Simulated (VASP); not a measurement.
# Tb (Fd-3m) in VASP: single point with PBE

Aim: the single point of Tb with PBE.

Everything below comes from runs of VASP 6.6.1. Logs are shortened: lines on timing, memory, paths and dates and some standing lists are left out, and cuts for length are marked.

### Step 1. The cell of the first run

The structure is cubic, space group Fd-3m (No. 227). Conventional cell: a = 5.643 Å, b = 5.643 Å, c = 5.643 Å, α = 90.00°, β = 90.00°, γ = 90.00°. Within 3.2 Å of Tb (site symmetry -43m) lie 4 Tb at 2.44 Å.

### Step 2. Single point, PBE

The input, INCAR:

```
PREC = Accurate ; ENCUT = 520
EDIFF = 1E-6 ; ISMEAR = -1
SIGMA = 0.13605693000000002 ; LREAL = F
LASPH = T ; NELM = 80
ALGO = Normal ; ISIF = 2
LWAVE = F ; LCHARG = F
GGA = PE ; NBANDS = 26
```

The input, KPOINTS:

```
Automatic mesh
0
Gamma
  8 8 8
```

The input, POSCAR:

```
Tb
1.0
    0.0000000000      2.8213922673      2.8213922673
    2.8213922673      0.0000000000      2.8213922673
    2.8213922673      2.8213922673      0.0000000000
Tb
2
Direct
    0.0000000000      0.0000000000      0.0000000000
    0.2500000000      0.2500000000      0.2500000000
```

Potentials or basis: VASP PAW PBE potentials, release 64 (Tb).

The run is started by

```bash
> cat potpaw_PBE.64/Tb/POTCAR > POTCAR
> mpirun -np 1 vasp_std > vasp.out
```

OUTCAR:

```text
PREC = Accurate
   ENCUT = 520
   EDIFF = 1E-6
   ISMEAR = -1
   LREAL = F
   LASPH = T
   NELM = 80
   ISIF = 2
   GGA = PE

 ion  position               nearest neighbor table
   1  0.000  0.000  0.000-   2 2.44   2 2.44   2 2.44   2 2.44
   2  0.250  0.250  0.250-   1 2.44   1 2.44   1 2.44   1 2.44

  LATTYP: Found a face centered cubic cell.
 ALAT       =     5.6427845346

  Lattice vectors:

 A1 = (   0.0000000000,   2.8213922673,   2.8213922673)
 A2 = (   2.8213922673,   0.0000000000,   2.8213922673)
 A3 = (   2.8213922673,   2.8213922673,   0.0000000000)

Analysis of symmetry for initial positions (statically):
=====================================================================
 Subroutine PRICEL returns:
 Original cell was already a primitive cell.

 Routine SETGRP: Setting up the symmetry group for a
 face centered cubic supercell.

 Subroutine GETGRP returns: Found 48 space group operations
 (whereof 24 operations were pure point group operations)
 out of a pool of 48 trial point group operations.

The static configuration has the point symmetry T_d .
 The point group associated with its full space group is O_h .

Analysis of symmetry for dynamics (positions and initial velocities):
=====================================================================
 Subroutine PRICEL returns:
 Original cell was already a primitive cell.

 Routine SETGRP: Setting up the symmetry group for a
 face centered cubic supercell.

 Subroutine GETGRP returns: Found 48 space group operations
 (whereof 24 operations were pure point group operations)
 out of a pool of 48 trial point group operations.

The dynamic configuration has the point symmetry T_d .
 The point group associated with its full space group is O_h .

 Subroutine INISYM returns: Found 48 space group operations
 (whereof 24 operations are pure point group operations),
 and found     1 'primitive' translations

----------------------------------------------------------------------------------------

                                     Primitive cell

  volume of cell :      44.9180

  direct lattice vectors                    reciprocal lattice vectors
     0.000000000  2.821392267  2.821392267    -0.177217470  0.177217470  0.177217470
     2.821392267  0.000000000  2.821392267     0.177217470 -0.177217470  0.177217470
     2.821392267  2.821392267  0.000000000     0.177217470  0.177217470 -0.177217470

  length of vectors
     3.990051209  3.990051209  3.990051209     0.306949662  0.306949662  0.306949662

  position of ions in fractional coordinates (direct lattice)
     0.000000000  0.000000000  0.000000000
     0.250000000  0.250000000  0.250000000

  ion indices of the primitive-cell ions
   primitive index   ion index
                 1           1
                 2           2

----------------------------------------------------------------------------------------

 KPOINTS: Automatic mesh

Automatic generation of k-mesh.
 Grid dimensions read from file:
 generate k-points for:    8    8    8

 Generating k-lattice:

  Cartesian coordinates                     Fractional coordinates (reciprocal lattice)
    -0.022152184  0.022152184  0.022152184     0.125000000  0.000000000  0.000000000
     0.022152184 -0.022152184  0.022152184     0.000000000  0.125000000  0.000000000
     0.022152184  0.022152184 -0.022152184     0.000000000  0.000000000  0.125000000

  Length of vectors
     0.038368708  0.038368708  0.038368708

  Shift w.r.t. Gamma in fractional coordinates (k-lattice)
     0.000000000  0.000000000  0.000000000

 Subroutine IBZKPT returns following result:
 ===========================================

 Found     29 irreducible k-points:

 Following reciprocal coordinates:
            Coordinates               Weight
  0.000000  0.000000  0.000000      1.000000
  0.125000  0.000000  0.000000      8.000000
  0.250000  0.000000  0.000000      8.000000
  0.375000  0.000000  0.000000      8.000000
  0.500000  0.000000  0.000000      4.000000
  0.125000  0.125000  0.000000      6.000000
[... 16 lines left out ...]
  0.500000  0.250000  0.125000     48.000000
 -0.375000  0.250000  0.125000     24.000000
 [... further k-points ...]
   k-points           NKPTS =     29   k-points in BZ     NKDIM =     29   number of bands    NBANDS=     26
   number of dos      NEDOS =    301   number of ions     NIONS =      2
   total plane-waves  NPLWV =  27000
   dimension x,y,z NGX =    30 NGY =   30 NGZ =   30
   dimension x,y,z NGXF=    60 NGYF=   60 NGZF=   60
   ions per type =               2
   NGX,Y,Z   is equivalent  to a cutoff of  12.50, 12.50, 12.50 a.u.
   NGXF,Y,Z  is equivalent  to a cutoff of  25.00, 25.00, 25.00 a.u.
 SYSTEM =  unknown system
   PREC   = accura    normal or accurate (medium, high low for compatibility)
   ISTART =      0    job   : 0-new  1-cont  2-samecut
   ICHARG =      2    charge: 1-file 2-atom 10-const
   ISPIN  =      1    spin polarized calculation?
   LNONCOLLINEAR =      F non collinear calculations
   LSORBIT =      F    spin-orbit coupling
   LASPH  =      T    aspherical Exc in radial PAW
   ENCUT  =  520.0 eV  38.22 Ry    6.18 a.u.   7.42  7.42  7.42*2*pi/ulx,y,z
   NELM   =     80;   NELMIN=  2; NELMDL= -5     # of ELM steps
   EDIFF  = 0.1E-05   stopping-criterion for ELM
   LREAL  =      F    real-space projection
   EDIFFG = 0.1E-04   stopping-criterion for IOM
   NSW    =      0    number of steps for IOM
   IBRION =     -1    ionic relax: 0-MD 1-quasi-New 2-CG
   NFREE  =      0    steps in history (QN), initial steepest desc. (CG)
   ISIF   =      2    stress and relaxation
   ISYM   =      2    0-nonsym 1-usesym 2-fastsym
   POTIM  = 0.5000    time-step for ionic-motion
   TEBEG  =    0.0;   TEEND  =   0.0 temperature during run
   PSTRESS=    0.0 pullay stress
   NELECT =      38.0000    total number of electrons
   NUPDOWN=      -1.0000    fix difference up-down
   EMIN   =  10.00;   EMAX   =-10.00  energy-range for DOS
   EFERMI =   0.00;   METHOD = LEGACY
   ISMEAR =    -1;   SIGMA  =   0.14  broadening in eV -4-tet -1-fermi 0-gaus
   EFERMI_NEDOS =   21; number of points for ismear=-14 and -15
   IALGO  =     38    algorithm
   IMIX   =      4    mixing-type and parameters
     AMIX     =   0.40;   BMIX     =  1.00
     AMIX_MAG =   1.60;   BMIX_MAG =  1.00
  volume/ion in A,a.u.               =      22.46       151.56
  Fermi-wavevector in a.u.,A,eV,Ry     =   1.548327  2.925913 32.617452  2.397315
  Thomas-Fermi vector in A             =   2.653293
   LORBIT       =      0    0 simple, 1 ext, 2 COOP (PROOUT), +10 PAW based schemes
   GGA     = PE    functional components
   LHFCALC =     F    Hartree Fock is set to
   AEXX    =    0.0000 exact exchange contribution
   IVDW    =     0    specifies the selected vdW correction
   LEPSILON=     F    determine dielectric tensor
   LRPA    =     F    only Hartree local field effects (RPA)
 non-spin polarized calculation
  energy-cutoff  :      520.00
  volume of cell :       44.92
 maximum number of plane-waves:      1243
 NGX is ok and might be reduce to    30
   NGX = 15   NGY = 15   NGZ = 15

 number of electron      38.0000014 magnetization

 Free energy of the ion-electron system (eV)
  ---------------------------------------------------
  ext. energy  EPLUGINS =         0.00000000
  ---------------------------------------------------
  free energy    TOTEN  =        -8.38572761 eV

  energy without entropy =       -7.20185140  energy(sigma->0) =       -7.79378951

 E-fermi :   3.5687     XC(G=0): -11.5464

 val. band max:        3.5675926591   @ k =   0.3750   0.2500   0.0000
 cond. band min:       3.5735721141   @ k =   0.5000   0.2500   0.0000
 fundamental gap:      0.0059794550
 Fermi energy:         3.5687103721

 k-point     1 :       0.0000    0.0000    0.0000
  band No.  band energies     occupation
      1     -41.0242      2.00000
      2     -38.6420      2.00000
      3     -18.7569      2.00000
      4     -18.7569      2.00000
      5     -18.7569      2.00000
      6     -15.8068      2.00000
[... 18 lines left out ...]
     25       3.8961      0.16534
     26       6.5845      0.00000

 k-point     2 :       0.1250    0.0000    0.0000
  band No.  band energies     occupation
      1     -40.9649      2.00000
      2     -38.7198      2.00000
      3     -18.8288      2.00000
      4     -18.8288      2.00000
      5     -18.7734      2.00000
      6     -15.7511      2.00000
[... 18 lines left out ...]
     25       4.0439      0.05904
     26       6.4967      0.00000

 k-point     3 :       0.2500    0.0000    0.0000
  band No.  band energies     occupation
      1     -40.8023      2.00000
      2     -38.9268      2.00000
      3     -18.9861      2.00000
      4     -18.9861      2.00000
      5     -18.8278      2.00000
      6     -15.5867      2.00000
[... 18 lines left out ...]
     25       4.1714      0.02356
     26       6.5698      0.00000

 k-point     4 :       0.3750    0.0000    0.0000
  band No.  band energies     occupation
      1     -40.5953      2.00000
      2     -39.1777      2.00000
      3     -19.1256      2.00000
      4     -19.1256      2.00000
      5     -18.8988      2.00000
      6     -15.3834      2.00000
[... 18 lines left out ...]
     25       4.3312      0.00734
     26       5.5487      0.00000
[... 496 lines left out ...]
      1     -40.6543      2.00000
      2     -39.1075      2.00000
      3     -19.3691      2.00000
      4     -19.1749      2.00000
      5     -18.3413      2.00000
      6     -16.0955      2.00000
[... 18 lines left out ...]
     25       5.0992      0.00003
     26       5.8924      0.00000

 k-point    23 :       0.5000    0.2500    0.1250
  band No.  band energies     occupation
      1     -40.4436      2.00000
      2     -39.3531      2.00000
      3     -19.5698      2.00000
      4     -19.2969      2.00000
      5     -18.1773      2.00000
      6     -16.1407      2.00000
[... 18 lines left out ...]
     25       5.1679      0.00002
     26       5.7445      0.00000

 k-point    24 :      -0.3750    0.2500    0.1250
  band No.  band energies     occupation
      1     -40.3219      2.00000
      2     -39.4891      2.00000
      3     -19.6418      2.00000
      4     -19.3524      2.00000
      5     -18.1124      2.00000
      6     -16.1480      2.00000
[... 18 lines left out ...]
     25       5.1025      0.00003
     26       5.8574      0.00000

 [... further k-points ...]
[... 5 lines left out ...]
  --------------------------------------------------------------------------------------
  -------------------------------------------------------------------------------------
  Total        0.3690086      0.3690086      0.3690086      0.0000000      0.0000000      0.0000000
  in kB       13.1621443     13.1621443     13.1621443      0.0000000      0.0000000      0.0000000
  external PRESSURE =      13.1621443 kB  Pullay stress =       0.0000000 kB

 VOLUME and BASIS-vectors are now :
 -----------------------------------------------------------------------------
  energy-cutoff  :      520.00
  volume of cell :       44.92
      direct lattice vectors                 reciprocal lattice vectors
     0.000000000  2.821392267  2.821392267    -0.177217470  0.177217470  0.177217470
     2.821392267  0.000000000  2.821392267     0.177217470 -0.177217470  0.177217470
     2.821392267  2.821392267  0.000000000     0.177217470  0.177217470 -0.177217470

 POSITION                                       TOTAL-FORCE (eV/Angst)
 -----------------------------------------------------------------------------------
      0.00000      0.00000      0.00000        -0.000000     -0.000000     -0.000000
      1.41070      1.41070      1.41070         0.000000      0.000000      0.000000
 -----------------------------------------------------------------------------------
    total drift:                                0.000000     -0.000000      0.000000

  FREE ENERGIE OF THE ION-ELECTRON SYSTEM (eV)
  ---------------------------------------------------
  free  energy   TOTEN  =        -8.3857276122 eV

  energy  without entropy=       -7.2018514040  energy(sigma->0) =       -7.79378951
```

Run time: 95 s. Hardware: 1 thread of AMD EPYC 7R43 (Zen 3), shared host; peak memory 0.16 GiB.

Results:

* Free energy: -8.3857 eV
* Pressure: 1.3 GPa
* Band gap on the k mesh: zero (band 19 reaches 3.72 eV, above the bottom of band 20 at 3.44 eV)

Levels at points of the mesh, in eV from the Fermi level:
```csv
k point,band 16,band 17,band 18,band 19,band 20,band 21,band 22,band 23
"(0.00, 0.00, 0.00)",-0.51,0.09,0.09,0.15,0.15,0.15,0.30,0.30
"(0.50, 0.00, 0.00)",-0.36,0.01,0.01,0.10,0.10,0.25,0.28,0.91
"(0.50, 0.50, 0.00)",-0.50,-0.28,-0.28,0.01,0.01,0.22,0.22,0.31
```

Caveat: spin-orbit coupling is left out, which moves the levels of the heavy elements.
